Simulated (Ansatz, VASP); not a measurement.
**One calculation of Eu, two programs**

File INCAR:

```
SYSTEM = Eu
PREC = Accurate
ENCUT = 520
EDIFF = 1E-7
ISMEAR = -1
SIGMA = 0.05
LREAL = .False.
LASPH = .True.
NELM = 150
ALGO = Normal
ISIF = 2
LWAVE = .False.
LCHARG = .True.
ISPIN = 2
MAGMOM = 7
LORBIT = 11
LMAXMIX = 6
GGA = RP
LELF = .True.
LVHAR = .True.
NBANDS = 18
```

KPOINTS

```
Automatic mesh
0
Gamma
  11 11 11
  0 0 0
```

File POSCAR:

```
Eu
1.0
    2.8266725476      0.0000000000      0.0000000000
    0.0000000000      2.8266725476      0.0000000000
    0.0000000000      0.0000000000      2.8266725476
Eu
1
Direct
    0.0000000000      0.0000000000      0.0000000000
```

Input for Ansatz:

```yaml
crystal:
  lattice:
    - [2.8266725476, 0.0, 0.0]
    - [0.0, 2.8266725476, 0.0]
    - [0.0, 0.0, 2.8266725476]
  atoms:
    - { symbol: Eu, position: [0.0, 0.0, 0.0], spin: 7.0 }
magnetization:
  spin_polarized: true
kpoints:
  mp_grid: { grid: [11, 11, 11] }
scf:
  occupations: { method: fermi_dirac, width: 0.05 }
hamiltonian:
  xc: rpbe
  pseudopotentials: { kind: all_electron, lapw: { basis_error: 0.001 } }
output:
  forces: true
  stress: true
  eigenvalues: true
  populations: true
```

Alike in both runs: task single point; functional RPBE; k mesh 11 × 11 × 11; occupations fermi-dirac, width 0.05 eV; collinear spin.

```csv
,VASP,Ansatz
version,VASP 6.6.1,Ansatz 0.2.0
potentials or method,"VASP PAW PBE potentials, release 64 (Eu), cutoff 520 eV","all-electron LAPW, scalar-relativistic"
```

Ansatz gave:

| Property | Result |
| --- | --- |
| gap on the k mesh at the Fermi level (eV) | none |
| pressure (GPa) | 27.6 |
| net moment per atom (μB) | 7.22 |
| size of the moment on the site where the two differ most (μB) | 6.96 |

**Question.** What did VASP give for the same quantities?

**Answer.** gap on the k mesh at the Fermi level (eV): none; pressure (GPa): 27.6; net moment per atom (μB): 7.22; size of the moment on the site where the two differ most (μB): 6.75.

VASP's potentials were made for PBE, not for RPBE. Site moments also hang on the region over which each program counts them. A gap of «none» marks a metal or a gap that the smearing closes. Ansatz ran all-electron here, and VASP with PAW potentials.

Spin-orbit coupling is off throughout.
